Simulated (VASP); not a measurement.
Here is a VASP 6.6.1 calculation.

File INCAR:

```
  PREC = Accurate
  ENCUT = 520
  EDIFF = 1E-6
  ISMEAR = 0
  SIGMA = 0.1
  LREAL = False
  LASPH = True
  NELM = 100
  ALGO = Normal
  ISIF = 2
  LWAVE = False
  LCHARG = False
  GGA = PE
  NBANDS = 16
```

KPOINTS

```
Automatic mesh
0
Gamma
  24 24 6
```

File POSCAR:

```
C
1.0
    2.5405287920      0.0000000000      0.0000000000
   -1.2702643960      2.2001624729      0.0000000000
    0.0000000000      0.0000000000      8.7038361006
C
4
Direct
    0.0000000000      0.0000000000      0.2500000000
    0.0000000000      0.0000000000      0.7500000000
    0.3333333333      0.6666666667      0.2500000000
    0.6666666667      0.3333333333      0.7500000000
```

Potentials or basis: VASP PAW PBE potentials, release 64 (C).

The run is started by

```console
$ cat potpaw_PBE.64/C/POTCAR > POTCAR
$ mpirun -np 1 vasp_std > vasp.out
```

Estimate the band gap on the k mesh.

zero (filled and empty bands touch).

What does it give for the pressure?

-16.2 GPa.

Stress tensor (GPa, compression positive):
```
-24.32   0.00   0.00
  0.00 -24.32   0.00
  0.00   0.00  -0.04
```

Caveat: the cell differs from its parent crystal (biaxial strain in the a-b plane: +3.0 %, then relaxed in part); this functional lacks dispersion, which binds the layers, so the pressure and a relaxed spacing across them are unreliable.
